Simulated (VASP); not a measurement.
# Cu (Fd-3m) in VASP: notebook

Cu is run at these levels: revPBE; tasks: single point.

All numbers are computed with VASP 6.6.1; they aren't measurements. Logs are shortened: lines on timing, memory, paths and dates and some standing lists are left out, and cuts for length are marked.

### 1 The cell of the first run

Symmetry: Fd-3m, No. 227, cubic system. Conventional cell: a = 5.489 Å, b = 5.489 Å, c = 5.489 Å, α = 90.00°, β = 90.00°, γ = 90.00°. Cu (site symmetry -43m) has 4 Cu at 2.38 Å within 3.1 Å.

### 2 Single point, revPBE (volume scaled by 1.04)

Contents of INCAR:

```
  PREC = Accurate
  ENCUT = 520
  EDIFF = 1E-6
  ISMEAR = -1
  SIGMA = 0.1
  LREAL = False
  LASPH = True
  NELM = 60
  ALGO = Normal
  ISIF = 2
  LWAVE = False
  LCHARG = True
  GGA = RE
  LELF = True
  LVHAR = True
  NBANDS = 18
```

Contents of KPOINTS:

```
Automatic mesh
0
Gamma
  11 11 11
```

Contents of POSCAR:

```
Cu
1.0
    0.0000000000      2.7447024561      2.7447024561
    2.7447024561      0.0000000000      2.7447024561
    2.7447024561      2.7447024561      0.0000000000
Cu
2
Direct
    0.1250000000      0.1250000000      0.1250000000
    0.8750000000      0.8750000000      0.8750000000
```

Potentials or basis: VASP PAW PBE potentials, release 64 (Cu).

Run with:

```
cat potpaw_PBE.64/Cu/POTCAR > POTCAR
mpirun -np 1 vasp_std > vasp.out
```

OUTCAR:

```text
PREC = Accurate
   ENCUT = 520
   EDIFF = 1E-6
   ISMEAR = -1
   LREAL = False
   LASPH = True
   NELM = 60
   ISIF = 2
   GGA = RE

 ion  position               nearest neighbor table
   1  0.125  0.125  0.125-   2 2.38   2 2.38   2 2.38   2 2.38
   2  0.875  0.875  0.875-   1 2.38   1 2.38   1 2.38   1 2.38

  LATTYP: Found a face centered cubic cell.
 ALAT       =     5.4894049122

  Lattice vectors:

 A1 = (   0.0000000000,   2.7447024561,   2.7447024561)
 A2 = (   2.7447024561,   0.0000000000,   2.7447024561)
 A3 = (   2.7447024561,   2.7447024561,   0.0000000000)

Analysis of symmetry for initial positions (statically):
=====================================================================
 Subroutine PRICEL returns:
 Original cell was already a primitive cell.

 Routine SETGRP: Setting up the symmetry group for a
 face centered cubic supercell.

 Subroutine GETGRP returns: Found 48 space group operations
 (whereof 12 operations were pure point group operations)
 out of a pool of 48 trial point group operations.

The static configuration has the point symmetry D_3d.
 The point group associated with its full space group is O_h .

Analysis of symmetry for dynamics (positions and initial velocities):
=====================================================================
 Subroutine PRICEL returns:
 Original cell was already a primitive cell.

 Routine SETGRP: Setting up the symmetry group for a
 face centered cubic supercell.

 Subroutine GETGRP returns: Found 48 space group operations
 (whereof 12 operations were pure point group operations)
 out of a pool of 48 trial point group operations.

The dynamic configuration has the point symmetry D_3d.
 The point group associated with its full space group is O_h .

 Subroutine INISYM returns: Found 48 space group operations
 (whereof 12 operations are pure point group operations),
 and found     1 'primitive' translations

----------------------------------------------------------------------------------------

                                     Primitive cell

  volume of cell :      41.3538

  direct lattice vectors                    reciprocal lattice vectors
     0.000000000  2.744702456  2.744702456    -0.182169109  0.182169109  0.182169109
     2.744702456  0.000000000  2.744702456     0.182169109 -0.182169109  0.182169109
     2.744702456  2.744702456  0.000000000     0.182169109  0.182169109 -0.182169109

  length of vectors
     3.881595438  3.881595438  3.881595438     0.315526152  0.315526152  0.315526152

  position of ions in fractional coordinates (direct lattice)
     0.125000000  0.125000000  0.125000000
     0.875000000  0.875000000  0.875000000

  ion indices of the primitive-cell ions
   primitive index   ion index
                 1           1
                 2           2

----------------------------------------------------------------------------------------

 KPOINTS: Automatic mesh

Automatic generation of k-mesh.
 Grid dimensions read from file:
 generate k-points for:   11   11   11

 Generating k-lattice:

  Cartesian coordinates                     Fractional coordinates (reciprocal lattice)
    -0.016560828  0.016560828  0.016560828     0.090909091  0.000000000  0.000000000
     0.016560828 -0.016560828  0.016560828     0.000000000  0.090909091  0.000000000
     0.016560828  0.016560828 -0.016560828     0.000000000  0.000000000  0.090909091

  Length of vectors
     0.028684196  0.028684196  0.028684196

  Shift w.r.t. Gamma in fractional coordinates (k-lattice)
     0.000000000  0.000000000  0.000000000

 Subroutine IBZKPT returns following result:
 ===========================================

 Found     56 irreducible k-points:

 Following reciprocal coordinates:
            Coordinates               Weight
  0.000000  0.000000  0.000000      1.000000
  0.090909  0.000000  0.000000      8.000000
  0.181818  0.000000  0.000000      8.000000
  0.272727  0.000000  0.000000      8.000000
  0.363636  0.000000  0.000000      8.000000
  0.454545  0.000000  0.000000      8.000000
[... 16 lines left out ...]
 -0.272727  0.181818  0.000000     24.000000
 -0.181818  0.181818  0.000000     12.000000
 [... further k-points ...]
   k-points           NKPTS =     56   k-points in BZ     NKDIM =     56   number of bands    NBANDS=     18
   number of dos      NEDOS =    301   number of ions     NIONS =      2
   total plane-waves  NPLWV =  27000
   dimension x,y,z NGX =    30 NGY =   30 NGZ =   30
   dimension x,y,z NGXF=    60 NGYF=   60 NGZF=   60
   ions per type =               2
   NGX,Y,Z   is equivalent  to a cutoff of  12.85, 12.85, 12.85 a.u.
   NGXF,Y,Z  is equivalent  to a cutoff of  25.70, 25.70, 25.70 a.u.
 SYSTEM =  unknown system
   PREC   = accura    normal or accurate (medium, high low for compatibility)
   ISTART =      0    job   : 0-new  1-cont  2-samecut
   ICHARG =      2    charge: 1-file 2-atom 10-const
   ISPIN  =      1    spin polarized calculation?
   LNONCOLLINEAR =      F non collinear calculations
   LSORBIT =      F    spin-orbit coupling
   LASPH  =      T    aspherical Exc in radial PAW
   ENCUT  =  520.0 eV  38.22 Ry    6.18 a.u.   7.22  7.22  7.22*2*pi/ulx,y,z
   NELM   =     60;   NELMIN=  2; NELMDL= -5     # of ELM steps
   EDIFF  = 0.1E-05   stopping-criterion for ELM
   LREAL  =      F    real-space projection
   EDIFFG = 0.1E-04   stopping-criterion for IOM
   NSW    =      0    number of steps for IOM
   IBRION =     -1    ionic relax: 0-MD 1-quasi-New 2-CG
   NFREE  =      0    steps in history (QN), initial steepest desc. (CG)
   ISIF   =      2    stress and relaxation
   ISYM   =      2    0-nonsym 1-usesym 2-fastsym
   POTIM  = 0.5000    time-step for ionic-motion
   TEBEG  =    0.0;   TEEND  =   0.0 temperature during run
   PSTRESS=    0.0 pullay stress
   NELECT =      22.0000    total number of electrons
   NUPDOWN=      -1.0000    fix difference up-down
   EMIN   =  10.00;   EMAX   =-10.00  energy-range for DOS
   EFERMI =   0.00;   METHOD = LEGACY
   ISMEAR =    -1;   SIGMA  =   0.10  broadening in eV -4-tet -1-fermi 0-gaus
   EFERMI_NEDOS =   21; number of points for ismear=-14 and -15
   IALGO  =     38    algorithm
   IMIX   =      4    mixing-type and parameters
     AMIX     =   0.40;   BMIX     =  1.00
     AMIX_MAG =   1.60;   BMIX_MAG =  1.00
  volume/ion in A,a.u.               =      20.68       139.53
  Fermi-wavevector in a.u.,A,eV,Ry     =   1.326510  2.506740 23.941195  1.759628
  Thomas-Fermi vector in A             =   2.455891
   LORBIT       =      0    0 simple, 1 ext, 2 COOP (PROOUT), +10 PAW based schemes
   GGA     = RE    functional components
   LHFCALC =     F    Hartree Fock is set to
   AEXX    =    0.0000 exact exchange contribution
   IVDW    =     0    specifies the selected vdW correction
   LEPSILON=     F    determine dielectric tensor
   LRPA    =     F    only Hartree local field effects (RPA)
 non-spin polarized calculation
  energy-cutoff  :      520.00
  volume of cell :       41.35
 maximum number of plane-waves:      1139
 NGX is ok and might be reduce to    30
   NGX = 15   NGY = 15   NGZ = 15

 number of electron      22.0000015 magnetization

 Free energy of the ion-electron system (eV)
  ---------------------------------------------------
  ext. energy  EPLUGINS =         0.00000000
  ---------------------------------------------------
  free energy    TOTEN  =        -4.76492144 eV

  energy without entropy =       -4.73792346  energy(sigma->0) =       -4.75142245

 E-fermi :   2.3411     XC(G=0):  -9.3829

 val. band max:        2.3381701476   @ k =  -0.3636   0.3636   0.0000
 cond. band min:       2.3736586987   @ k =  -0.3636   0.2727   0.0909
 fundamental gap:      0.0354885511
 Fermi energy:         2.3411030800

 k-point     1 :       0.0000    0.0000    0.0000
  band No.  band energies     occupation
      1      -3.5217      2.00000
      2      -0.3834      2.00000
      3      -0.3834      2.00000
      4      -0.3834      2.00000
      5      -0.3569      2.00000
      6      -0.3569      2.00000
[... 10 lines left out ...]
     17      12.5383      0.00000
     18      14.4114      0.00000

 k-point     2 :       0.0909    0.0000    0.0000
  band No.  band energies     occupation
      1      -3.3999      2.00000
      2      -0.4416      2.00000
      3      -0.4416      2.00000
      4      -0.3813      2.00000
      5      -0.2801      2.00000
      6      -0.2801      2.00000
[... 10 lines left out ...]
     17      13.1390      0.00000
     18      14.8760      0.00000

 k-point     3 :       0.1818    0.0000    0.0000
  band No.  band energies     occupation
      1      -3.0425      2.00000
      2      -0.4783      2.00000
      3      -0.4783      2.00000
      4      -0.3719      2.00000
      5      -0.2011      2.00000
      6      -0.2011      2.00000
[... 10 lines left out ...]
     17      13.8019      0.00000
     18      15.1474      0.00000

 k-point     4 :       0.2727    0.0000    0.0000
  band No.  band energies     occupation
      1      -2.4821      2.00000
      2      -0.4774      2.00000
      3      -0.4774      2.00000
      4      -0.3512      2.00000
      5      -0.1674      2.00000
      6      -0.1674      2.00000
[... 10 lines left out ...]
     17      13.7231      0.00000
     18      14.5434      0.00000

 k-point     5 :       0.3636    0.0000    0.0000
  band No.  band energies     occupation
      1      -1.8171      2.00000
      2      -0.4425      2.00000
      3      -0.4424      2.00000
      4      -0.3301      2.00000
      5      -0.1928      2.00000
      6      -0.1928      2.00000
[... 10 lines left out ...]
     17      13.3459      0.00000
     18      13.9049      0.00000

 k-point     6 :       0.4545    0.0000    0.0000
  band No.  band energies     occupation
      1      -1.3111      2.00000
      2      -0.3915      2.00000
      3      -0.3915      2.00000
      4      -0.3357      2.00000
      5      -0.2468      2.00000
      6      -0.2468      2.00000
[... 10 lines left out ...]
     17      13.1071      0.00000
     18      13.4770      0.00000

 k-point     7 :       0.0909    0.0909    0.0000
  band No.  band energies     occupation
      1      -3.3591      2.00000
      2      -0.5003      2.00000
      3      -0.3770      2.00000
      4      -0.3770      2.00000
      5      -0.3230      2.00000
      6      -0.2325      2.00000
[... 10 lines left out ...]
     17      14.0330      0.00000
     18      14.4834      0.00000

 k-point     8 :       0.1818    0.0909    0.0000
  band No.  band energies     occupation
      1      -3.0793      2.00000
      2      -0.5489      2.00000
      3      -0.4004      2.00000
      4      -0.3709      2.00000
      5      -0.2512      2.00000
      6      -0.1578      2.00000
[... 10 lines left out ...]
     17      14.3438      0.00000
     18      14.8696      0.00000
[... 229 lines left out ...]
     17      15.8983      0.00000
     18      15.9810      0.00000

 k-point    20 :       0.4545    0.1818    0.0000
  band No.  band energies     occupation
      1      -1.2625      2.00000
      2      -0.6102      2.00000
      3      -0.3759      2.00000
      4      -0.3733      2.00000
      5      -0.0999      2.00000
      6      -0.0788      2.00000
[... 10 lines left out ...]
     17      15.3514      0.00000
     18      15.7183      0.00000

 k-point    21 :      -0.4545    0.1818    0.0000
  band No.  band energies     occupation
      1      -0.9560      2.00000
      2      -0.5782      2.00000
      3      -0.4195      2.00000
      4      -0.3610      2.00000
      5      -0.1555      2.00000
      6      -0.0568      2.00000
[... 10 lines left out ...]
     17      14.9364      0.00000
     18      16.8528      0.00000

 k-point    22 :      -0.3636    0.1818    0.0000
  band No.  band energies     occupation
      1      -1.1417      2.00000
      2      -0.5064      2.00000
      3      -0.4825      2.00000
      4      -0.3073      2.00000
      5      -0.2486      2.00000
      6      -0.0026      2.00000
[... 10 lines left out ...]
     17      14.7347      0.00000
     18      17.3934      0.00000

 k-point    23 :      -0.2727    0.1818    0.0000
  band No.  band energies     occupation
      1      -1.6815      2.00000
      2      -0.5345      2.00000
      3      -0.4413      2.00000
      4      -0.3343      2.00000
      5      -0.2476      2.00000
      6       0.0189      2.00000
[... 10 lines left out ...]
     17      14.6386      0.00000
     18      16.1950      0.00000

 k-point    24 :      -0.1818    0.1818    0.0000
  band No.  band energies     occupation
      1      -2.2920      2.00000
      2      -0.5559      2.00000
      3      -0.3938      2.00000
      4      -0.3915      2.00000
      5      -0.2176      2.00000
      6      -0.0289      2.00000
[... 10 lines left out ...]
     17      14.6196      0.00000
     18      14.7569      0.00000

 [... further k-points ...]
[... 5 lines left out ...]
  --------------------------------------------------------------------------------------
  -------------------------------------------------------------------------------------
  Total       -0.4041380     -0.4041380     -0.4041380      0.0000000      0.0000000      0.0000000
  in kB      -15.6575741    -15.6575741    -15.6575741      0.0000000      0.0000000      0.0000000
  external PRESSURE =     -15.6575741 kB  Pullay stress =       0.0000000 kB

 VOLUME and BASIS-vectors are now :
 -----------------------------------------------------------------------------
  energy-cutoff  :      520.00
  volume of cell :       41.35
      direct lattice vectors                 reciprocal lattice vectors
     0.000000000  2.744702456  2.744702456    -0.182169109  0.182169109  0.182169109
     2.744702456  0.000000000  2.744702456     0.182169109 -0.182169109  0.182169109
     2.744702456  2.744702456  0.000000000     0.182169109  0.182169109 -0.182169109

 POSITION                                       TOTAL-FORCE (eV/Angst)
 -----------------------------------------------------------------------------------
      0.68618      0.68618      0.68618         0.000000      0.000000      0.000000
      4.80323      4.80323      4.80323        -0.000000     -0.000000     -0.000000
 -----------------------------------------------------------------------------------
    total drift:                               -0.000000      0.000000      0.000000

  FREE ENERGIE OF THE ION-ELECTRON SYSTEM (eV)
  ---------------------------------------------------
  free  energy   TOTEN  =        -4.7649214367 eV

  energy  without entropy=       -4.7379234635  energy(sigma->0) =       -4.75142245
```

It took 19 s on 1 thread of Intel Xeon 6975P-C (Granite Rapids), shared host; peak memory 0.18 GiB.

Results:

```
Free energy            : -4.7649 eV
Pressure               : -1.6 GPa
Band gap on the k mesh : zero (band 11 reaches 2.66 eV, above the bottom of band 12 at 1.99 eV)
```

Caveat: the PAW data sets were made with another functional, which shifts forces and pressure a little.

### 3 Single point, revPBE (volume scaled by 1.08)

Contents of INCAR:

```
ALGO = Normal ; EDIFF = 1E-6
ENCUT = 520 ; GGA = RE
ISIF = 2 ; ISMEAR = -1
LASPH = True ; LCHARG = False
LREAL = False ; LWAVE = False
NBANDS = 18 ; NELM = 60
PREC = Accurate ; SIGMA = 0.1
```

Contents of KPOINTS:

```
k-points
0
Gamma
  11 11 11
```

Contents of POSCAR:

```
Cu
1.0
    0.0000000000      2.7794492139      2.7794492139
    2.7794492139      0.0000000000      2.7794492139
    2.7794492139      2.7794492139      0.0000000000
Cu
2
Direct
    0.1250000000      0.1250000000      0.1250000000
    0.8750000000      0.8750000000      0.8750000000
```

Potentials or basis: VASP PAW PBE potentials, release 64 (Cu).

Run with:

```
cat potpaw_PBE.64/Cu/POTCAR > POTCAR
mpirun -np 1 vasp_std > vasp.out
```

Run time: 18 s. Hardware: 1 thread of Intel Xeon 6975P-C (Granite Rapids), shared host; peak memory 0.18 GiB.

Results (log left out):

- Free energy: -4.7443 eV
- Pressure: -2.9 GPa
- Band gap on the k mesh: zero (band 11 reaches 2.37 eV, above the bottom of band 12 at 1.72 eV)

Levels at points of the mesh, in eV from the Fermi level:
| k point | band 8 | band 9 | band 10 | band 11 | band 12 | band 13 | band 14 | band 15 |
| --- | --- | --- | --- | --- | --- | --- | --- | --- |
| (0.00, 0.00, 0.00) | -1.68 | -1.68 | -1.16 | -1.16 | 8.98 | 8.98 | 8.98 | 9.98 |

Caveat: the PAW data sets were made with another functional, which shifts forces and pressure a little.
